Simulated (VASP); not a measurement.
A run of VASP 6.6.1:

INCAR

```
SYSTEM = Tl12H
PREC = Accurate ; ENCUT = 520
EDIFF = 1E-7 ; ISMEAR = -1
SIGMA = 0.05 ; LREAL = .FALSE.
LASPH = .TRUE. ; NELM = 60
ALGO = Normal ; ISIF = 2
LWAVE = .FALSE. ; LCHARG = .TRUE.
GGA = PE ; LELF = .TRUE.
LVHAR = .TRUE. ; NBANDS = 90
```

The input KPOINTS:

```
regular mesh
0
G
  2 1 2
  0 0 0
```

The input POSCAR:

```
Tl12H
1.0
    6.9200000000      0.0000000000      0.0000000000
   -5.1900000000      8.9893440000      0.0000000000
    0.0000000000      0.0000000000      5.5325400000
Tl H
12 1
Direct
   -0.0179298373     -0.0083765845     -0.0126343416
    0.1570502780      0.2292269603      0.4701095699
   -0.0178788355      0.2958725353     -0.0315587416
    0.1856982241      0.5601409847      0.4447143627
    0.0131158027      0.6489906271      0.0593579079
    0.1881888222      0.9187989691      0.4837018801
    0.4523464719     -0.0132490202     -0.0184725280
    0.6407077804      0.2278030521      0.5316545384
    0.5296175382      0.3544418814     -0.0046452443
    0.7051555198      0.5607083231      0.5068377273
    0.4986973482      0.6623286416      0.0433977884
    0.6643688581      0.8958829476      0.5290879054
    0.3460392759      0.7781101713      0.7787923811
```

Potentials or basis: VASP PAW PBE potentials, release 64 (Tl_d, H).

Run with:

```sh
$ cat potpaw_PBE.64/Tl_d/POTCAR potpaw_PBE.64/H/POTCAR > POTCAR
$ mpirun -np 1 vasp_std > vasp.out
```

Hardware: 1 thread of Oxide Virtual Turin-like Processor, on a shared host.

**Question.** Estimate the wall time of this run.

**Answer.** Wall time 4.5 min on 1 thread of Oxide Virtual Turin-like Processor (shared host), peak memory 0.43 GiB. Counts: scf iterations 14, k points 4.
